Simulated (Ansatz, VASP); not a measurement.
## One calculation of BiC3N3, two programs

INCAR

```
PREC = Accurate
ENCUT = 520
EDIFF = 1E-6
ISMEAR = 0
SIGMA = 0.01
LREAL = False
LASPH = True
NELM = 150
ALGO = Normal
ISIF = 2
LWAVE = False
LCHARG = True
MAGMOM = 0 0 0 0 0 0 0 0 0 0 0 0 0 0 0 0 0 0 0 0 0
LORBIT = 11
LSORBIT = True
GGA_COMPAT = False
LORBMOM = True
GGA = PE
LVHAR = True
NBANDS = 59
```

File KPOINTS:

```
Automatic mesh
0
Gamma
  1 1 1
```

POSCAR

```
BiC3N3
1.0
   13.3500000000      0.0000000000      0.0000000000
    0.0000000000     14.0200000000      0.0000000000
    0.0000000000      0.0000000000     10.7600000000
Bi C N
1 3 3
Direct
    0.4457116100      0.5001348100      0.5820994400
    0.5851603000      0.5001348100      0.4674247200
    0.3759872700      0.6151298100      0.4674247200
    0.3759865200      0.3851405100      0.4674247200
    0.6629767800      0.5001348100      0.4182156100
    0.3370794000      0.6793002900      0.4182156100
    0.3370786500      0.3209700400      0.4182156100
```

Input for Ansatz:

```yaml
crystal:
  lattice:
    - [13.35, 0.0, 0.0]
    - [0.0, 14.02, 0.0]
    - [0.0, 0.0, 10.76]
  atoms:
    - { symbol: Bi, position: [0.44571161, 0.50013481, 0.58209944] }
    - { symbol: C, position: [0.5851603, 0.50013481, 0.46742472] }
    - { symbol: "N", position: [0.66297678, 0.50013481, 0.41821561] }
    - { symbol: C, position: [0.37598727, 0.61512981, 0.46742472] }
    - { symbol: "N", position: [0.3370794, 0.67930029, 0.41821561] }
    - { symbol: C, position: [0.37598652, 0.38514051, 0.46742472] }
    - { symbol: "N", position: [0.33707865, 0.32097004, 0.41821561] }
basis:
  ecutwfc: 420
  ecutrho_ratio: 4
kpoints:
  mp_grid: { grid: [1, 1, 1] }
hamiltonian:
  xc: pbe
scf:
  occupations: { method: gaussian, width: 0.01 }
output:
  forces: true
  eigenvalues: true
  populations: true
  write_density: true
  write_potential: true
  elf: true
  volumetric_format: npy
magnetization:
  noncollinear: true
  spin_orbit: true
```

Alike in both runs: task single point; functional PBE; k mesh 1 × 1 × 1; occupations gaussian, width 0.01 eV; non-collinear spin, spin-orbit coupling.

```csv
,VASP,Ansatz
version,VASP 6.6.1,Ansatz 0.2.0
potentials or method,"VASP PAW PBE potentials, release 64 (Bi_d, C, N), cutoff 520 eV","plane waves, PAW"
valence electrons in the cell,42,42
```

Ansatz gave:

| Property | Result |
| --- | --- |
| rms of the force components (eV/Å) | 0.028 |

Problem. What did VASP give for the same quantities?

Solution. rms of the force components (eV/Å): 0.212.

One of these differences is far larger than is usual between the two programs; its cause wasn't traced. With one functional, cell and mesh, what is left measures potentials, basis and numerics. Ansatz's warnings: structure snapped to symmetry, xc potential rough in thin density.

Noted on VASP's run: the standard files for N, O and F lose accuracy on very short bonds.
